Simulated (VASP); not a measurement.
# Na (Im-3m) in VASP: further runs

Na is run at these levels: PBE; tasks: single point.

Everything below comes from runs of VASP 6.6.1. Logs are shortened: lines on timing, memory, paths and dates and some standing lists are left out, and cuts for length are marked.

**1. The cell of the first run**

The structure is cubic, space group Im-3m (No. 229). The conventional cell has a = 3.873 Å, b = 3.873 Å, c = 3.873 Å, α = 90.00°, β = 90.00°, γ = 90.00°. Within 4.4 Å of Na (site symmetry m-3m) lie 14 Na at 3.35 to 3.87 Å.

**2. Single point, PBE**

INCAR reads:

```
ALGO = Normal
EDIFF = 1E-6
ENCUT = 520
GGA = PE
ISIF = 2
ISMEAR = -1
LASPH = T
LCHARG = F
LREAL = F
LWAVE = F
NBANDS = 10
NELM = 100
PREC = Accurate
SIGMA = 0.08
```

KPOINTS reads:

```
k-points
0
Gamma
  14 14 14
```

POSCAR reads:

```
Na
1.0
   -1.9367021592      1.9367021592      1.9367021592
    1.9367021592     -1.9367021592      1.9367021592
    1.9367021592      1.9367021592     -1.9367021592
Na
1
Direct
    0.0000000000      0.0000000000      0.0000000000
```

Potentials or basis: VASP PAW PBE potentials, release 64 (Na_pv).

Run with:

```bash
> cat potpaw_PBE.64/Na_pv/POTCAR > POTCAR
> mpirun -np 1 vasp_std > vasp.out
```

OUTCAR:

```text
EDIFF = 1E-6
   ENCUT = 520
   GGA = PE
   ISIF = 2
   ISMEAR = -1
   LASPH = T
   LREAL = F
   NELM = 100
   PREC = Accurate

 ion  position               nearest neighbor table
   1  0.000  0.000  0.000-

  LATTYP: Found a body centered cubic cell.
 ALAT       =     3.8734043184

  Lattice vectors:

 A1 = (  -1.9367021592,   1.9367021592,   1.9367021592)
 A2 = (   1.9367021592,  -1.9367021592,   1.9367021592)
 A3 = (   1.9367021592,   1.9367021592,  -1.9367021592)

Analysis of symmetry for initial positions (statically):
=====================================================================
 Subroutine PRICEL returns:
 Original cell was already a primitive cell.

 Routine SETGRP: Setting up the symmetry group for a
 body centered cubic supercell.

 Subroutine GETGRP returns: Found 48 space group operations
 (whereof 48 operations were pure point group operations)
 out of a pool of 48 trial point group operations.

The static configuration has the point symmetry O_h .

Analysis of symmetry for dynamics (positions and initial velocities):
=====================================================================
 Subroutine PRICEL returns:
 Original cell was already a primitive cell.

 Routine SETGRP: Setting up the symmetry group for a
 body centered cubic supercell.

 Subroutine GETGRP returns: Found 48 space group operations
 (whereof 48 operations were pure point group operations)
 out of a pool of 48 trial point group operations.

The dynamic configuration has the point symmetry O_h .

 Subroutine INISYM returns: Found 48 space group operations
 (whereof 48 operations are pure point group operations),
 and found     1 'primitive' translations

----------------------------------------------------------------------------------------

                                     Primitive cell

  volume of cell :      29.0568

  direct lattice vectors                    reciprocal lattice vectors
    -1.936702159  1.936702159  1.936702159     0.000000000  0.258170828  0.258170828
     1.936702159 -1.936702159  1.936702159     0.258170828  0.000000000  0.258170828
     1.936702159  1.936702159 -1.936702159     0.258170828  0.258170828  0.000000000

  length of vectors
     3.354466539  3.354466539  3.354466539     0.365108686  0.365108686  0.365108686

  position of ions in fractional coordinates (direct lattice)
     0.000000000  0.000000000  0.000000000

  ion indices of the primitive-cell ions
[... 78 lines left out ...]
   IBRION =     -1    ionic relax: 0-MD 1-quasi-New 2-CG
   NFREE  =      0    steps in history (QN), initial steepest desc. (CG)
   ISIF   =      2    stress and relaxation
   ISYM   =      2    0-nonsym 1-usesym 2-fastsym
   POTIM  = 0.5000    time-step for ionic-motion
   TEBEG  =    0.0;   TEEND  =   0.0 temperature during run
   PSTRESS=    0.0 pullay stress
   NELECT =       7.0000    total number of electrons
   NUPDOWN=      -1.0000    fix difference up-down
   EMIN   =  10.00;   EMAX   =-10.00  energy-range for DOS
   EFERMI =   0.00;   METHOD = LEGACY
   ISMEAR =    -1;   SIGMA  =   0.08  broadening in eV -4-tet -1-fermi 0-gaus
   EFERMI_NEDOS =   21; number of points for ismear=-14 and -15
   IALGO  =     38    algorithm
   IMIX   =      4    mixing-type and parameters
     AMIX     =   0.40;   BMIX     =  1.00
     AMIX_MAG =   1.60;   BMIX_MAG =  1.00
  volume/ion in A,a.u.               =      29.06       196.09
  Fermi-wavevector in a.u.,A,eV,Ry     =   1.018649  1.924968 14.118035  1.037646
  Thomas-Fermi vector in A             =   2.152119
   LORBIT       =      0    0 simple, 1 ext, 2 COOP (PROOUT), +10 PAW based schemes
   GGA     = PE    functional components
   LHFCALC =     F    Hartree Fock is set to
   AEXX    =    0.0000 exact exchange contribution
   IVDW    =     0    specifies the selected vdW correction
   LEPSILON=     F    determine dielectric tensor
   LRPA    =     F    only Hartree local field effects (RPA)
 non-spin polarized calculation
  energy-cutoff  :      520.00
  volume of cell :       29.06
 maximum number of plane-waves:       798
 NGX is ok and might be reduce to    28
   NGX = 13   NGY = 13   NGZ = 13

 number of electron       6.9999994 magnetization

 Free energy of the ion-electron system (eV)
  ---------------------------------------------------
  ext. energy  EPLUGINS =         0.00000000
  ---------------------------------------------------
  free energy    TOTEN  =        -1.25574383 eV

  energy without entropy =       -1.24664983  energy(sigma->0) =       -1.25119683

 E-fermi :   1.1209     XC(G=0):  -7.1746

 val. band max:        1.0806981973   @ k =  -0.3571   0.4286   0.1429
 cond. band min:       1.1728403528   @ k =   0.3571   0.0714   0.0714
 fundamental gap:      0.0921421555
 Fermi energy:         1.1208570753

 k-point     1 :       0.0000    0.0000    0.0000
  band No.  band energies     occupation
      1     -23.6245      2.00000
      2     -23.6245      2.00000
      3     -23.6245      2.00000
      4      -2.6975      2.00000
      5      14.5370      0.00000
      6      14.5370      0.00000
      7      14.5370      0.00000
      8      15.6921      0.00000
      9      15.6921      0.00000
     10      16.3678      0.00000
[... 287 lines left out ...]
 k-point    24 :       0.3571    0.2857    0.0000
  band No.  band energies     occupation
      1     -23.6870      2.00000
      2     -23.6741      2.00000
      3     -23.6345      2.00000
      4       3.0508      0.00000
      5       3.5850      0.00000
      6       5.2347      0.00000
      7      10.6436      0.00000
      8      15.2621      0.00000
      9      16.2738      0.00000
     10      18.0478      0.00000

 [... further k-points ...]

------------------------ aborting loop because EDIFF is reached ----------------------------------------

  FORCE on cell =-STRESS in cart. coord.  units (eV):
  Direction    XX          YY          ZZ          XY          YZ          ZX
  --------------------------------------------------------------------------------------
  -------------------------------------------------------------------------------------
  Total        0.5216077      0.5216077      0.5216077      0.0000000     -0.0000000      0.0000000
  in kB       28.7611379     28.7611379     28.7611379      0.0000000     -0.0000000      0.0000000
  external PRESSURE =      28.7611379 kB  Pullay stress =       0.0000000 kB

 VOLUME and BASIS-vectors are now :
 -----------------------------------------------------------------------------
  energy-cutoff  :      520.00
  volume of cell :       29.06
      direct lattice vectors                 reciprocal lattice vectors
    -1.936702159  1.936702159  1.936702159     0.000000000  0.258170828  0.258170828
     1.936702159 -1.936702159  1.936702159     0.258170828  0.000000000  0.258170828
     1.936702159  1.936702159 -1.936702159     0.258170828  0.258170828  0.000000000

 POSITION                                       TOTAL-FORCE (eV/Angst)
 -----------------------------------------------------------------------------------
      0.00000      0.00000      0.00000         0.000000      0.000000      0.000000
 -----------------------------------------------------------------------------------
    total drift:                               -0.000000      0.000000      0.000000

  FREE ENERGIE OF THE ION-ELECTRON SYSTEM (eV)
  ---------------------------------------------------
  free  energy   TOTEN  =        -1.2557438294 eV

  energy  without entropy=       -1.2466498283  energy(sigma->0) =       -1.25119683
```

OSZICAR:

```text
N       E                     dE             d eps       ncg     rms          rms(c)
DAV:   1     0.297033318732E+02    0.29703E+02   -0.38743E+03  2086   0.635E+02
DAV:   2    -0.598030928278E+00   -0.30301E+02   -0.30154E+02  2148   0.163E+02
DAV:   3    -0.125322633773E+01   -0.65520E+00   -0.65473E+00  2480   0.246E+01
DAV:   4    -0.125757394427E+01   -0.43476E-02   -0.43472E-02  2436   0.200E+00
DAV:   5    -0.125762300005E+01   -0.49056E-04   -0.49056E-04  2408   0.210E-01    0.240E-01
DAV:   6    -0.125651488745E+01    0.11081E-02   -0.56284E-04  2458   0.283E-01    0.157E-01
DAV:   7    -0.125574729860E+01    0.76759E-03   -0.10876E-03  2434   0.341E-01    0.181E-02
DAV:   8    -0.125574399174E+01    0.33069E-05   -0.43745E-05  2516   0.110E-01    0.223E-03
DAV:   9    -0.125574382939E+01    0.16235E-06   -0.20139E-07  1478   0.441E-03
   1 F= -.12557438E+01 E0= -.12511968E+01  d E =-.909400E-02
```

stdout:

```text
POSCAR found type information on POSCAR Na
 POSCAR found :  1 types and       1 ions
 scaLAPACK will be used
 LDA part: xc-table for (Slater+PW92), standard interpolation
 POSCAR, INCAR and KPOINTS ok, starting setup
 FFT: planning ... GRIDC
 FFT: planning ... GRID_SOFT
 FFT: planning ... GRID
 WAVECAR not read
 entering main loop
```

Wall time 11 s (1 thread of AMD EPYC 9R45 (Zen 5), shared host); peak memory 0.13 GiB.

What came out:

```
Free energy            : -1.2557 eV
Pressure               : 2.9 GPa
Band gap on the k mesh : zero (an odd number of electrons rules out a gap without spin polarisation)
```

**3. Single point, PBE**

INCAR reads:

```
PREC = Accurate ; ENCUT = 520
EDIFF = 1E-6 ; ISMEAR = -1
SIGMA = 0.08 ; LREAL = F
LASPH = T ; NELM = 60
ALGO = Normal ; ISIF = 2
LWAVE = F ; LCHARG = F
GGA = PE ; NBANDS = 10
```

KPOINTS reads:

```
regular mesh
0
Gamma
  14 14 14
```

POSCAR reads:

```
Na
1.0
   -1.9373182120      1.9373182120      1.9373182120
    1.9373182120     -1.9373182120      1.9373182120
    1.9373182120      1.9373182120     -1.9373182120
Na
1
Direct
    0.0000000000      0.0000000000      0.0000000000
```

Potentials or basis: VASP PAW PBE potentials, release 64 (Na_pv).

Run with:

```bash
> cat potpaw_PBE.64/Na_pv/POTCAR > POTCAR
> mpirun -np 1 vasp_std > vasp.out
```

Wall time 11 s (1 thread of AMD EPYC 9R45 (Zen 5), shared host); peak memory 0.13 GiB.

The run converged. Its results:

- Free energy: -1.2563 eV
- Pressure: 2.9 GPa
- Band gap on the k mesh: zero (an odd number of electrons rules out a gap without spin polarisation)

Levels at points of the mesh, in eV from the Fermi level:
| k point | band 1 | band 2 | band 3 | band 4 | band 5 | band 6 |
| --- | --- | --- | --- | --- | --- | --- |
| (0.00, 0.00, 0.00) | -24.75 | -24.75 | -24.75 | -3.82 | 13.41 | 13.41 |
| (0.50, 0.00, 0.00) | -24.83 | -24.77 | -24.75 | 0.85 | 1.50 | 9.26 |
| (0.50, 0.50, 0.50) | -24.80 | -24.80 | -24.80 | 4.92 | 4.92 | 5.82 |
